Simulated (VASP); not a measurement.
# KMgF3 in VASP: notebook

Runs on KMgF3. Level: PBE. Tasks: single point.

All numbers are computed with VASP 6.6.1; they aren't measurements. Logs are shortened: lines on timing, memory, paths and dates and some standing lists are left out, and cuts for length are marked.

## Step 1: The cell of the first run

It takes space group Pm-3m (No. 221, cubic). The conventional cell has a = 4.052 Å, b = 4.052 Å, c = 4.052 Å, α = 90.00°, β = 90.00°, γ = 90.00°. Within 3.8 Å of K (site symmetry m-3m) lie 12 F at 2.86 Å and 8 Mg at 3.51 Å. Mg (site symmetry m-3m) has 6 F at 2.03 Å within 2.7 Å. Within 2.7 Å of F (site symmetry 4/mmm) lie 2 Mg at 2.03 Å.

## Step 2: Single point, PBE

INCAR

```
ALGO = Normal ; EDIFF = 1E-6
ENCUT = 600 ; GGA = PE
GGA_COMPAT = False ; ISIF = 2
ISMEAR = 0 ; LASPH = True
LCHARG = True ; LELF = True
LREAL = False ; LVHAR = True
LWAVE = False ; NBANDS = 24
NELM = 120 ; PREC = Accurate
SIGMA = 0.15
```

KPOINTS

```
k-points
0
Gamma
  3 3 3
```

POSCAR

```
KMgF3
1.0
    4.0515744381      0.0000000000      0.0000000000
    0.0000000000      4.0515744381      0.0000000000
    0.0000000000      0.0000000000      4.0515744381
K Mg F
1 1 3
Direct
    0.5000000000      0.5000000000      0.5000000000
    0.0000000000      0.0000000000      0.0000000000
    0.5000000000      0.0000000000      0.0000000000
    0.0000000000      0.5000000000      0.0000000000
    0.0000000000      0.0000000000      0.5000000000
```

Potentials or basis: VASP PAW PBE potentials, release 64 (K_sv, Mg, F).

Started as:

```
cat potpaw_PBE.64/K_sv/POTCAR potpaw_PBE.64/Mg/POTCAR potpaw_PBE.64/F/POTCAR > POTCAR
mpirun -np 1 vasp_std > vasp.out
```

OUTCAR:

```text
EDIFF = 1E-6
   ENCUT = 600
   GGA = PE
   ISIF = 2
   ISMEAR = 0
   LASPH = True
   LREAL = False
   NELM = 120
   PREC = Accurate

 ion  position               nearest neighbor table
   1  0.500  0.500  0.500-   2 3.51   2 3.51   2 3.51   2 3.51   2 3.51   2 3.51   2 3.51   2 3.51

   2  0.000  0.000  0.000-   3 2.03   4 2.03   5 2.03   5 2.03   4 2.03   3 2.03   1 3.51   1 3.51
                             1 3.51   1 3.51   1 3.51   1 3.51   1 3.51   1 3.51
   3  0.500  0.000  0.000-   2 2.03   2 2.03
   4  0.000  0.500  0.000-   2 2.03   2 2.03
   5  0.000  0.000  0.500-   2 2.03   2 2.03

  LATTYP: Found a simple cubic cell.
 ALAT       =     4.0515744381

  Lattice vectors:

 A1 = (   4.0515744381,   0.0000000000,   0.0000000000)
 A2 = (   0.0000000000,   4.0515744381,   0.0000000000)
 A3 = (   0.0000000000,   0.0000000000,   4.0515744381)

Analysis of symmetry for initial positions (statically):
=====================================================================
 Subroutine PRICEL returns:
 Original cell was already a primitive cell.

 Routine SETGRP: Setting up the symmetry group for a
 simple cubic supercell.

 Subroutine GETGRP returns: Found 48 space group operations
 (whereof 48 operations were pure point group operations)
 out of a pool of 48 trial point group operations.

The static configuration has the point symmetry O_h .

Analysis of symmetry for dynamics (positions and initial velocities):
=====================================================================
 Subroutine PRICEL returns:
 Original cell was already a primitive cell.

 Routine SETGRP: Setting up the symmetry group for a
 simple cubic supercell.

 Subroutine GETGRP returns: Found 48 space group operations
 (whereof 48 operations were pure point group operations)
 out of a pool of 48 trial point group operations.

The dynamic configuration has the point symmetry O_h .

 Subroutine INISYM returns: Found 48 space group operations
 (whereof 48 operations are pure point group operations),
 and found     1 'primitive' translations

----------------------------------------------------------------------------------------

                                     Primitive cell

  volume of cell :      66.5076

  direct lattice vectors                    reciprocal lattice vectors
     4.051574438  0.000000000  0.000000000     0.246817630  0.000000000  0.000000000
     0.000000000  4.051574438  0.000000000     0.000000000  0.246817630  0.000000000
     0.000000000  0.000000000  4.051574438     0.000000000  0.000000000  0.246817630

  length of vectors
     4.051574438  4.051574438  4.051574438     0.246817630  0.246817630  0.246817630

  position of ions in fractional coordinates (direct lattice)
     0.500000000  0.500000000  0.500000000
     0.000000000  0.000000000  0.000000000
     0.500000000  0.000000000  0.000000000
     0.000000000  0.500000000  0.000000000
     0.000000000  0.000000000  0.500000000

  ion indices of the primitive-cell ions
   primitive index   ion index
                 1           1
                 2           2
                 3           3
                 4           4
                 5           5

----------------------------------------------------------------------------------------

 KPOINTS: k-points

Automatic generation of k-mesh.
 Grid dimensions read from file:
 generate k-points for:    3    3    3

 Generating k-lattice:

  Cartesian coordinates                     Fractional coordinates (reciprocal lattice)
     0.082272543  0.000000000  0.000000000     0.333333333  0.000000000  0.000000000
     0.000000000  0.082272543  0.000000000     0.000000000  0.333333333  0.000000000
     0.000000000  0.000000000  0.082272543     0.000000000  0.000000000  0.333333333

  Length of vectors
     0.082272543  0.082272543  0.082272543

  Shift w.r.t. Gamma in fractional coordinates (k-lattice)
     0.000000000  0.000000000  0.000000000

 Subroutine IBZKPT returns following result:
 ===========================================

 Found      4 irreducible k-points:

 Following reciprocal coordinates:
            Coordinates               Weight
  0.000000  0.000000  0.000000      1.000000
  0.333333  0.000000  0.000000      6.000000
  0.333333  0.333333  0.000000     12.000000
  0.333333  0.333333  0.333333      8.000000
   k-points           NKPTS =      4   k-points in BZ     NKDIM =      4   number of bands    NBANDS=     24
   number of dos      NEDOS =    301   number of ions     NIONS =      5
   total plane-waves  NPLWV =  32768
   dimension x,y,z NGX =    32 NGY =   32 NGZ =   32
   dimension x,y,z NGXF=    64 NGYF=   64 NGZF=   64
   ions per type =               1   1   3
   NGX,Y,Z   is equivalent  to a cutoff of  13.13, 13.13, 13.13 a.u.
   NGXF,Y,Z  is equivalent  to a cutoff of  26.26, 26.26, 26.26 a.u.
 SYSTEM =  unknown system
   PREC   = accura    normal or accurate (medium, high low for compatibility)
   ISTART =      0    job   : 0-new  1-cont  2-samecut
   ICHARG =      2    charge: 1-file 2-atom 10-const
   ISPIN  =      1    spin polarized calculation?
   LNONCOLLINEAR =      F non collinear calculations
   LSORBIT =      F    spin-orbit coupling
   LASPH  =      T    aspherical Exc in radial PAW
   ENCUT  =  600.0 eV  44.10 Ry    6.64 a.u.   8.09  8.09  8.09*2*pi/ulx,y,z
   NELM   =    120;   NELMIN=  2; NELMDL= -5     # of ELM steps
   EDIFF  = 0.1E-05   stopping-criterion for ELM
   LREAL  =      F    real-space projection
   EDIFFG = 0.1E-04   stopping-criterion for IOM
   NSW    =      0    number of steps for IOM
   IBRION =     -1    ionic relax: 0-MD 1-quasi-New 2-CG
   NFREE  =      0    steps in history (QN), initial steepest desc. (CG)
   ISIF   =      2    stress and relaxation
   ISYM   =      2    0-nonsym 1-usesym 2-fastsym
   POTIM  = 0.5000    time-step for ionic-motion
   TEBEG  =    0.0;   TEEND  =   0.0 temperature during run
   PSTRESS=    0.0 pullay stress
   NELECT =      32.0000    total number of electrons
   NUPDOWN=      -1.0000    fix difference up-down
   EMIN   =  10.00;   EMAX   =-10.00  energy-range for DOS
   EFERMI =   0.00;   METHOD = LEGACY
   ISMEAR =     0;   SIGMA  =   0.15  broadening in eV -4-tet -1-fermi 0-gaus
   EFERMI_NEDOS =   21; number of points for ismear=-14 and -15
   IALGO  =     38    algorithm
   IMIX   =      4    mixing-type and parameters
     AMIX     =   0.40;   BMIX     =  1.00
     AMIX_MAG =   1.60;   BMIX_MAG =  1.00
  volume/ion in A,a.u.               =      13.30        89.76
  Fermi-wavevector in a.u.,A,eV,Ry     =   1.282826  2.424189 22.390317  1.645642
  Thomas-Fermi vector in A             =   2.415115
   LORBIT       =      0    0 simple, 1 ext, 2 COOP (PROOUT), +10 PAW based schemes
   GGA     = PE    functional components
   LHFCALC =     F    Hartree Fock is set to
   AEXX    =    0.0000 exact exchange contribution
   IVDW    =     0    specifies the selected vdW correction
   LEPSILON=     F    determine dielectric tensor
   LRPA    =     F    only Hartree local field effects (RPA)
 non-spin polarized calculation
 Gauss-broadening in eV      SIGMA  =   0.15
  energy-cutoff  :      600.00
  volume of cell :       66.51
 maximum number of plane-waves:      2240
   NGX = 17   NGY = 17   NGZ = 17

 number of electron      32.0000043 magnetization

 Free energy of the ion-electron system (eV)
  ---------------------------------------------------
  ext. energy  EPLUGINS =         0.00000000
  ---------------------------------------------------
  free energy    TOTEN  =       -24.45703962 eV

  energy without entropy =      -24.45703962  energy(sigma->0) =      -24.45703962

 E-fermi :  -1.2982     XC(G=0):  -9.4431

 val. band max:       -1.9943685585   @ k =   0.3333   0.3333   0.3333
 cond. band min:       5.1006072092   @ k =   0.0000   0.0000   0.0000
 fundamental gap:      7.0949757677
 Fermi energy:        -1.2982325336

 k-point     1 :       0.0000    0.0000    0.0000
  band No.  band energies     occupation
      1     -27.5979      2.00000
      2     -21.8369      2.00000
      3     -21.2455      2.00000
      4     -21.2455      2.00000
      5     -11.0837      2.00000
      6     -11.0837      2.00000
[... 16 lines left out ...]
     23      11.6064      0.00000
     24      14.4886      0.00000

 k-point     2 :       0.3333    0.0000    0.0000
  band No.  band energies     occupation
      1     -27.5820      2.00000
      2     -21.7374      2.00000
      3     -21.3586      2.00000
      4     -21.2403      2.00000
      5     -11.0823      2.00000
      6     -11.0506      2.00000
[... 16 lines left out ...]
     23      11.6509      0.00000
     24      14.0312      0.00000

 k-point     3 :       0.3333    0.3333    0.0000
  band No.  band energies     occupation
      1     -27.5693      2.00000
      2     -21.6244      2.00000
      3     -21.3828      2.00000
      4     -21.3141      2.00000
      5     -11.1339      2.00000
      6     -11.0944      2.00000
[... 16 lines left out ...]
     23      12.0432      0.00000
     24      12.5688      0.00000

 k-point     4 :       0.3333    0.3333    0.3333
  band No.  band energies     occupation
      1     -27.5594      2.00000
      2     -21.5369      2.00000
      3     -21.3720      2.00000
      4     -21.3720      2.00000
      5     -11.1752      2.00000
      6     -11.1752      2.00000
[... 16 lines left out ...]
     23      12.5773      0.00000
     24      13.3635      0.00000

------------------------ aborting loop because EDIFF is reached ----------------------------------------

  FORCE on cell =-STRESS in cart. coord.  units (eV):
  Direction    XX          YY          ZZ          XY          YZ          ZX
  --------------------------------------------------------------------------------------
  -------------------------------------------------------------------------------------
  Total       -0.1657566     -0.1657566     -0.1657566      0.0000000      0.0000000     -0.0000000
  in kB       -3.9930968     -3.9930968     -3.9930968      0.0000000      0.0000000     -0.0000000
  external PRESSURE =      -3.9930968 kB  Pullay stress =       0.0000000 kB

 VOLUME and BASIS-vectors are now :
 -----------------------------------------------------------------------------
  energy-cutoff  :      600.00
  volume of cell :       66.51
      direct lattice vectors                 reciprocal lattice vectors
     4.051574438  0.000000000  0.000000000     0.246817630  0.000000000  0.000000000
     0.000000000  4.051574438  0.000000000     0.000000000  0.246817630  0.000000000
     0.000000000  0.000000000  4.051574438     0.000000000  0.000000000  0.246817630

 POSITION                                       TOTAL-FORCE (eV/Angst)
 -----------------------------------------------------------------------------------
      2.02579      2.02579      2.02579         0.000000      0.000000      0.000000
      0.00000      0.00000      0.00000         0.000000      0.000000      0.000000
      2.02579      0.00000      0.00000         0.000000      0.000000      0.000000
      0.00000      2.02579      0.00000         0.000000      0.000000      0.000000
      0.00000      0.00000      2.02579         0.000000      0.000000      0.000000
 -----------------------------------------------------------------------------------
    total drift:                                0.000000      0.000000     -0.000000

  FREE ENERGIE OF THE ION-ELECTRON SYSTEM (eV)
  ---------------------------------------------------
  free  energy   TOTEN  =       -24.4570396173 eV

  energy  without entropy=      -24.4570396173  energy(sigma->0) =      -24.45703962
```

It took 8.5 s on 1 thread of Intel Xeon Platinum 8488C (Sapphire Rapids), shared host; peak memory 0.17 GiB.

Results:

| Item | Value |
| --- | --- |
| Free energy | -24.4570 eV |
| Pressure | -0.4 GPa |
| Band gap on the k mesh | 7.09 eV (least direct gap 7.27 eV) |

Levels at points of the mesh, in eV from the valence-band top:
```
           k point  band 13  band 14  band 15  band 16  band 17  band 18  band 19  band 20
(0.00, 0.00, 0.00)    -0.43    -0.17    -0.17    -0.17     7.09    10.16    10.16    12.26
```

Caveat: the k points lie up to 0.52 Å⁻¹ apart; an odd mesh through Γ misses points on the zone boundary, where band edges can lie.

(Continued in part 2 of 2.)
